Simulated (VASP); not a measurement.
Input of a VASP 6.6.1 run:

INCAR

```
SYSTEM = HfS2
  ALGO = Normal
  DIPOL = 0.5 0.5 0.500
  EDIFF = 1E-6
  ENCUT = 400
  GGA = PE
  GGA_COMPAT = .FALSE.
  IDIPOL = 3
  ISIF = 2
  ISMEAR = 0
  IVDW = 12
  LASPH = .TRUE.
  LCHARG = .FALSE.
  LDIPOL = .TRUE.
  LREAL = .FALSE.
  LWAVE = .FALSE.
  NBANDS = 18
  NELM = 120
  NELMDL = -8
  PREC = Accurate
  SIGMA = 0.02
```

Contents of KPOINTS:

```
k-points
0
G
  9 9 1
  0 0 0
```

The input POSCAR:

```
HfS2
1.0
    3.6910000000      0.0000000000      0.0000000000
   -1.8455000000      3.1964997654      0.0000000000
    0.0000000000      0.0000000000     31.8247012176
S Hf
2 1
Direct
    0.6666666667      0.3333333333      0.4542650852
    0.3333333333      0.6666666667      0.5457349148
    0.0000000000      0.0000000000      0.5000000000
```

Potentials or basis: VASP PAW PBE potentials, release 64 (S, Hf_pv).

The run is started by

```console
$ cat potpaw_PBE.64/S/POTCAR potpaw_PBE.64/Hf_pv/POTCAR > POTCAR
$ mpirun -np 1 vasp_std > vasp.out
```

(1) Estimate the dispersion energy per atom.

(2) Predict the largest force.

(3) What does it give for the band gap on the k mesh?

Answers

(1) -0.219 eV.

(2) 0.433 eV/Å.

(3) 1.38 eV (least direct gap 2.10 eV).

Caveat: spin-orbit coupling is left out, which moves the levels of the heavy elements.
